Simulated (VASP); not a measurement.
# Al2Pt (Fm-3m) in VASP: notebook

Al2Pt is run at these levels: PBEsol; tasks: single point.

Program: VASP 6.6.1. These are calculated values, not measurements. Logs are shortened: lines on timing, memory, paths and dates and some standing lists are left out, and cuts for length are marked.

### 1 The cell of the first run

The structure is cubic, space group Fm-3m (No. 225). Conventional cell: a = 5.679 Å, b = 5.679 Å, c = 5.679 Å, α = 90.00°, β = 90.00°, γ = 90.00°. Pt (site symmetry m-3m) has 8 Al at 2.46 Å within 3.2 Å. Within 3.2 Å of Al (site symmetry -43m) lie 4 Pt at 2.46 Å and 6 Al at 2.84 Å.

### 2 Single point, PBEsol

INCAR

```
PREC = Accurate ; ENCUT = 520
EDIFF = 1E-6 ; ISMEAR = -1
SIGMA = 0.05 ; LREAL = F
LASPH = T ; NELM = 100
ALGO = Normal ; ISIF = 2
LWAVE = F ; LCHARG = T
GGA = PS ; LELF = T
LVHAR = T ; NBANDS = 15
```

KPOINTS

```
regular mesh
0
Gamma
  8 8 8
```

POSCAR

```
Al2Pt
1.0
    0.0000000000      2.8392905545      2.8392905545
    2.8392905545      0.0000000000      2.8392905545
    2.8392905545      2.8392905545      0.0000000000
Pt Al
1 2
Direct
    0.0000000000      0.0000000000      0.0000000000
    0.7500000000      0.7500000000      0.7500000000
    0.2500000000      0.2500000000      0.2500000000
```

Potentials or basis: VASP PAW PBE potentials, release 64 (Pt, Al).

Started as:

```console
$ cat potpaw_PBE.64/Pt/POTCAR potpaw_PBE.64/Al/POTCAR > POTCAR
$ mpirun -np 1 vasp_std > vasp.out
```

OUTCAR:

```text
PREC = Accurate
   ENCUT = 520
   EDIFF = 1E-6
   ISMEAR = -1
   LREAL = F
   LASPH = T
   NELM = 100
   ISIF = 2
   GGA = PS

 ion  position               nearest neighbor table
   1  0.000  0.000  0.000-   2 2.46   2 2.46   2 2.46   2 2.46   3 2.46   3 2.46   3 2.46   3 2.46

   2  0.750  0.750  0.750-   1 2.46   1 2.46   1 2.46   1 2.46   3 2.84   3 2.84   3 2.84   3 2.84
                             3 2.84   3 2.84
   3  0.250  0.250  0.250-   1 2.46   1 2.46   1 2.46   1 2.46   2 2.84   2 2.84   2 2.84   2 2.84
                             2 2.84   2 2.84

  LATTYP: Found a face centered cubic cell.
 ALAT       =     5.6785811090

  Lattice vectors:

 A1 = (   0.0000000000,   2.8392905545,   2.8392905545)
 A2 = (   2.8392905545,   0.0000000000,   2.8392905545)
 A3 = (   2.8392905545,   2.8392905545,   0.0000000000)

Analysis of symmetry for initial positions (statically):
=====================================================================
 Subroutine PRICEL returns:
 Original cell was already a primitive cell.

 Routine SETGRP: Setting up the symmetry group for a
 face centered cubic supercell.

 Subroutine GETGRP returns: Found 48 space group operations
 (whereof 48 operations were pure point group operations)
 out of a pool of 48 trial point group operations.

The static configuration has the point symmetry O_h .

Analysis of symmetry for dynamics (positions and initial velocities):
=====================================================================
 Subroutine PRICEL returns:
 Original cell was already a primitive cell.

 Routine SETGRP: Setting up the symmetry group for a
 face centered cubic supercell.

 Subroutine GETGRP returns: Found 48 space group operations
 (whereof 48 operations were pure point group operations)
 out of a pool of 48 trial point group operations.

The dynamic configuration has the point symmetry O_h .

 Subroutine INISYM returns: Found 48 space group operations
 (whereof 48 operations are pure point group operations),
 and found     1 'primitive' translations

----------------------------------------------------------------------------------------

                                     Primitive cell

  volume of cell :      45.7783

  direct lattice vectors                    reciprocal lattice vectors
     0.000000000  2.839290554  2.839290554    -0.176100329  0.176100329  0.176100329
     2.839290554  0.000000000  2.839290554     0.176100329 -0.176100329  0.176100329
     2.839290554  2.839290554  0.000000000     0.176100329  0.176100329 -0.176100329

  length of vectors
     4.015363210  4.015363210  4.015363210     0.305014717  0.305014717  0.305014717

  position of ions in fractional coordinates (direct lattice)
     0.000000000  0.000000000  0.000000000
     0.750000000  0.750000000  0.750000000
     0.250000000  0.250000000  0.250000000

  ion indices of the primitive-cell ions
   primitive index   ion index
                 1           1
                 2           2
                 3           3

----------------------------------------------------------------------------------------

 KPOINTS: regular mesh

Automatic generation of k-mesh.
 Grid dimensions read from file:
 generate k-points for:    8    8    8

 Generating k-lattice:

  Cartesian coordinates                     Fractional coordinates (reciprocal lattice)
    -0.022012541  0.022012541  0.022012541     0.125000000  0.000000000  0.000000000
     0.022012541 -0.022012541  0.022012541     0.000000000  0.125000000  0.000000000
     0.022012541  0.022012541 -0.022012541     0.000000000  0.000000000  0.125000000

  Length of vectors
     0.038126840  0.038126840  0.038126840

  Shift w.r.t. Gamma in fractional coordinates (k-lattice)
     0.000000000  0.000000000  0.000000000

 Subroutine IBZKPT returns following result:
 ===========================================

 Found     29 irreducible k-points:

 Following reciprocal coordinates:
            Coordinates               Weight
  0.000000  0.000000  0.000000      1.000000
  0.125000  0.000000  0.000000      8.000000
  0.250000  0.000000  0.000000      8.000000
  0.375000  0.000000  0.000000      8.000000
  0.500000  0.000000  0.000000      4.000000
  0.125000  0.125000  0.000000      6.000000
[... 16 lines left out ...]
  0.500000  0.250000  0.125000     48.000000
 -0.375000  0.250000  0.125000     24.000000
 [... further k-points ...]
   k-points           NKPTS =     29   k-points in BZ     NKDIM =     29   number of bands    NBANDS=     15
   number of dos      NEDOS =    301   number of ions     NIONS =      3
   total plane-waves  NPLWV =  27000
   dimension x,y,z NGX =    30 NGY =   30 NGZ =   30
   dimension x,y,z NGXF=    60 NGYF=   60 NGZF=   60
   ions per type =               1   2
   NGX,Y,Z   is equivalent  to a cutoff of  12.42, 12.42, 12.42 a.u.
   NGXF,Y,Z  is equivalent  to a cutoff of  24.84, 24.84, 24.84 a.u.
 SYSTEM =  unknown system
   PREC   = accura    normal or accurate (medium, high low for compatibility)
   ISTART =      0    job   : 0-new  1-cont  2-samecut
   ICHARG =      2    charge: 1-file 2-atom 10-const
   ISPIN  =      1    spin polarized calculation?
   LNONCOLLINEAR =      F non collinear calculations
   LSORBIT =      F    spin-orbit coupling
   LASPH  =      T    aspherical Exc in radial PAW
   ENCUT  =  520.0 eV  38.22 Ry    6.18 a.u.   7.47  7.47  7.47*2*pi/ulx,y,z
   NELM   =    100;   NELMIN=  2; NELMDL= -5     # of ELM steps
   EDIFF  = 0.1E-05   stopping-criterion for ELM
   LREAL  =      F    real-space projection
   EDIFFG = 0.1E-04   stopping-criterion for IOM
   NSW    =      0    number of steps for IOM
   IBRION =     -1    ionic relax: 0-MD 1-quasi-New 2-CG
   NFREE  =      0    steps in history (QN), initial steepest desc. (CG)
   ISIF   =      2    stress and relaxation
   ISYM   =      2    0-nonsym 1-usesym 2-fastsym
   POTIM  = 0.5000    time-step for ionic-motion
   TEBEG  =    0.0;   TEEND  =   0.0 temperature during run
   PSTRESS=    0.0 pullay stress
   NELECT =      16.0000    total number of electrons
   NUPDOWN=      -1.0000    fix difference up-down
   EMIN   =  10.00;   EMAX   =-10.00  energy-range for DOS
   EFERMI =   0.00;   METHOD = LEGACY
   ISMEAR =    -1;   SIGMA  =   0.05  broadening in eV -4-tet -1-fermi 0-gaus
   EFERMI_NEDOS =   21; number of points for ismear=-14 and -15
   IALGO  =     38    algorithm
   IMIX   =      4    mixing-type and parameters
     AMIX     =   0.40;   BMIX     =  1.00
     AMIX_MAG =   1.60;   BMIX_MAG =  1.00
  volume/ion in A,a.u.               =      15.26       102.98
  Fermi-wavevector in a.u.,A,eV,Ry     =   1.153174  2.179184 18.093179  1.329811
  Thomas-Fermi vector in A             =   2.289820
   LORBIT       =      0    0 simple, 1 ext, 2 COOP (PROOUT), +10 PAW based schemes
   GGA     = PS    functional components
   LHFCALC =     F    Hartree Fock is set to
   AEXX    =    0.0000 exact exchange contribution
   IVDW    =     0    specifies the selected vdW correction
   LEPSILON=     F    determine dielectric tensor
   LRPA    =     F    only Hartree local field effects (RPA)
 non-spin polarized calculation
  energy-cutoff  :      520.00
  volume of cell :       45.78
 maximum number of plane-waves:      1249
 NGX is ok and might be reduce to    30
   NGX = 15   NGY = 15   NGZ = 15

 number of electron      16.0000001 magnetization

 Free energy of the ion-electron system (eV)
  ---------------------------------------------------
  ext. energy  EPLUGINS =         0.00000000
  ---------------------------------------------------
  free energy    TOTEN  =       -17.44527365 eV

  energy without entropy =      -17.43403324  energy(sigma->0) =      -17.43965345

 E-fermi :   9.2782     XC(G=0): -11.3472

 val. band max:        9.2387195749   @ k =   0.3750   0.2500   0.0000
 cond. band min:       9.3070674021   @ k =  -0.3750   0.1250   0.0000
 fundamental gap:      0.0683478272
 Fermi energy:         9.2781547281

 k-point     1 :       0.0000    0.0000    0.0000
  band No.  band energies     occupation
      1      -1.8349      2.00000
      2       3.5601      2.00000
      3       3.5601      2.00000
      4       3.5601      2.00000
      5       5.0519      2.00000
      6       5.0519      2.00000
      7      13.1600      0.00000
      8      13.1600      0.00000
      9      13.1600      0.00000
     10      13.2180      0.00000
     11      15.4303      0.00000
     12      15.4303      0.00000
     13      15.4303      0.00000
     14      16.0776      0.00000
     15      16.0776      0.00000

 k-point     2 :       0.1250    0.0000    0.0000
  band No.  band energies     occupation
      1      -1.5988      2.00000
      2       3.4435      2.00000
      3       3.6392      2.00000
      4       3.6392      2.00000
      5       5.0253      2.00000
      6       5.0253      2.00000
      7      11.0590      0.00000
      8      12.7176      0.00000
      9      12.7176      0.00000
     10      13.4545      0.00000
     11      15.5482      0.00000
     12      15.6131      0.00000
     13      15.6131      0.00000
     14      16.0053      0.00000
     15      16.0053      0.00000

 k-point     3 :       0.2500    0.0000    0.0000
  band No.  band energies     occupation
      1      -0.9212      2.00000
      2       3.1713      2.00000
      3       3.8003      2.00000
      4       3.8003      2.00000
      5       5.0360      2.00000
      6       5.0360      2.00000
      7       8.3267      2.00000
      8      11.7191      0.00000
      9      11.7191      0.00000
     10      13.6722      0.00000
     11      15.2181      0.00000
     12      15.2181      0.00000
     13      15.3555      0.00000
     14      17.1349      0.00000
     15      17.1349      0.00000
[... 343 lines left out ...]
 k-point    23 :       0.5000    0.2500    0.1250
  band No.  band energies     occupation
      1       0.6603      2.00000
      2       2.7946      2.00000
      3       3.7605      2.00000
      4       4.2758      2.00000
      5       4.9195      2.00000
      6       5.2413      2.00000
      7       6.2227      2.00000
      8       8.3805      2.00000
      9       9.9402      0.00000
     10      13.5744      0.00000
     11      14.9807      0.00000
     12      15.9230      0.00000
     13      17.1076      0.00000
     14      17.9263      0.00000
     15      19.5390      0.00000

 k-point    24 :      -0.3750    0.2500    0.1250
  band No.  band energies     occupation
      1       1.3300      2.00000
      2       2.6699      2.00000
      3       3.6865      2.00000
      4       4.2884      2.00000
      5       4.6659      2.00000
      6       5.3301      2.00000
      7       5.6744      2.00000
      8       8.2929      2.00000
      9       9.4078      0.13914
     10      13.4214      0.00000
     11      15.0999      0.00000
     12      16.5985      0.00000
     13      17.0219      0.00000
     14      18.2609      0.00000
     15      19.3605      0.00000

 [... further k-points ...]
[... 5 lines left out ...]
  --------------------------------------------------------------------------------------
  -------------------------------------------------------------------------------------
  Total        5.7498533      5.7498533      5.7498533     -0.0000000      0.0000000      0.0000000
  in kB      201.2370024    201.2370024    201.2370024     -0.0000000      0.0000000      0.0000000
  external PRESSURE =     201.2370024 kB  Pullay stress =       0.0000000 kB

 VOLUME and BASIS-vectors are now :
 -----------------------------------------------------------------------------
  energy-cutoff  :      520.00
  volume of cell :       45.78
      direct lattice vectors                 reciprocal lattice vectors
     0.000000000  2.839290554  2.839290554    -0.176100329  0.176100329  0.176100329
     2.839290554  0.000000000  2.839290554     0.176100329 -0.176100329  0.176100329
     2.839290554  2.839290554  0.000000000     0.176100329  0.176100329 -0.176100329

 POSITION                                       TOTAL-FORCE (eV/Angst)
 -----------------------------------------------------------------------------------
      0.00000      0.00000      0.00000         0.000000     -0.000000      0.000000
      4.25894      4.25894      4.25894        -0.000000     -0.000000     -0.000000
      1.41965      1.41965      1.41965         0.000000      0.000000      0.000000
 -----------------------------------------------------------------------------------
    total drift:                                0.000000     -0.000000     -0.000000

  FREE ENERGIE OF THE ION-ELECTRON SYSTEM (eV)
  ---------------------------------------------------
  free  energy   TOTEN  =       -17.4452736529 eV

  energy  without entropy=      -17.4340332408  energy(sigma->0) =      -17.43965345
```

It took 21 s on 1 thread of Intel Xeon 8259CL, shared host; peak memory 0.18 GiB.

Results:

```
Free energy            : -17.4453 eV
Pressure               : 20.1 GPa
Band gap on the k mesh : zero (band 8 reaches 13.16 eV, above the bottom of band 9 at 7.45 eV)
```

Caveat: the PAW data sets were made with another functional, which shifts forces and pressure a little; spin-orbit coupling is left out, which moves the levels of the heavy elements.

(Part 1 of 2 ends here.)
